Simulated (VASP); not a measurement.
BeAlS3:

```xyz
5
Lattice="4.2428 0.0000 0.0000 0.0000 4.2428 0.0000 0.0000 0.0000 4.2622" Properties=species:S:1:pos:R:3 pbc="T T T"
Be    0.0000    0.0000    0.0000
Al    2.1214    2.1214    2.0544
S     2.1214    2.1214    0.0682
S     2.1214    0.0000    2.1950
S     0.0000    2.1214    2.1950
```

* Program: VASP 6.6.1
* Task: relaxation of cell and atoms
* Functional: PBE
* Potentials or basis: VASP PAW PBE potentials, release 64 (Be, Al, S)
* Cutoff: 600 eV
* k mesh: 4 × 4 × 4
* Occupations: gaussian, width 0.1 eV
* Spin: no spin polarisation

At the start: pressure 26.4 GPa; volume 15.35 Å³/atom.

Problem. Where does the relaxation end?

Solution. Over 61 steps the energy falls by 1022.8 meV/atom and the volume is 23.78 Å³/atom (+55.0 %); space group P4mm (No. 99, to 0.05 Å).

Step by step:
```tsv
step	energy change (eV)	largest force (eV/Å)	pressure (GPa)	volume (Å³)
1	0.0000	4.1064	26.40	76.73
3	-1.4262	1.4149	2.38	93.83
5	-1.5091	0.4393	-1.40	98.62
7	-1.5341	0.5321	-0.23	96.85
9	-1.5584	0.7203	1.23	94.95
11	-1.7758	1.5048	3.50	92.45
13	-2.9450	6.2286	19.97	82.87
15	-2.9557	5.7702	18.64	83.39
17	-2.9614	5.8249	18.83	83.32
19	-2.9805	6.0782	19.67	83.01
21	-3.0065	6.3717	20.74	82.63
23	-3.1578	5.8268	20.00	82.95
25	-3.6662	3.8864	17.34	84.23
27	-4.4662	0.8202	10.26	89.41
29	-4.5503	0.9374	8.51	90.99
31	-4.8336	0.5475	-1.07	102.73
33	-4.8535	0.5815	-0.32	101.67
35	-4.9376	0.6916	-0.26	103.29
37	-4.9693	0.4096	0.21	103.89
39	-4.9930	0.1246	0.41	105.15
41	-5.0284	0.7478	-1.01	115.11
43	-5.0511	0.6502	-1.08	116.75
45	-5.0720	0.6485	-1.13	120.11
47	-5.0832	0.5184	-0.88	119.11
49	-5.1017	0.1868	0.21	116.65
51	-5.1073	0.0815	0.26	116.90
53	-5.1079	0.0580	0.28	117.00
55	-5.1099	0.1374	-0.11	117.98
57	-5.1129	0.0762	-0.03	118.75
59	-5.1136	0.0664	0.19	118.56
61	-5.1142	0.0341	0.09	118.92
```

Final structure:
```yaml
crystal:
  lattice:
    - [4.31007, 0.00000, 0.00000]
    - [0.00000, 4.31007, 0.00000]
    - [0.00000, 0.00000, 6.40149]
  atoms:
    - { symbol: Be, position: [0.00000, 0.00000, 0.69400] }
    - { symbol: Al, position: [0.50000, 0.50000, 0.45799] }
    - { symbol: S, position: [0.50000, 0.50000, 0.11829] }
    - { symbol: S, position: [0.50000, 0.00000, 0.62886] }
    - { symbol: S, position: [0.00000, 0.50000, 0.62886] }
```

Caveat: the k points lie up to 0.36 Å⁻¹ apart in the final cell; the volume moved by over 15 % at a fixed basis, so the end points are rough.
